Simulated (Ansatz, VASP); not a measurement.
**Nb: VASP beside Ansatz**

```
Nb
1.0
    -1.65882    1.65882    1.65882
     1.65882   -1.65882    1.65882
     1.65882    1.65882   -1.65882
Nb
1
Direct
  0.00000 0.00000 0.00000
```

Alike in both runs: task relaxation of cell and atoms; functional PBE; k mesh 14 × 14 × 14; occupations gaussian, width 0.1 eV; no spin polarisation.

|  | VASP | Ansatz |
| --- | --- | --- |
| version | VASP 6.6.1 | Ansatz 0.2.0 |
| potentials or method | VASP PAW PBE potentials, release 64 (Nb_sv), cutoff 600 eV | scalar-relativistic, plane waves, PAW |
| valence electrons in the cell | 13 | 13 |

```tsv
	VASP	Ansatz	Ansatz less VASP
gap on the k mesh at the Fermi level, each at its own relaxed structure (eV)	none	none	-
relaxed volume (Å³/atom)	18.13	18.16	+0.031
relaxed cell length with the largest relative difference (Å)	2.867	2.868	+0.0016
```

A gap of «none» marks a metal or a gap that the smearing closes.
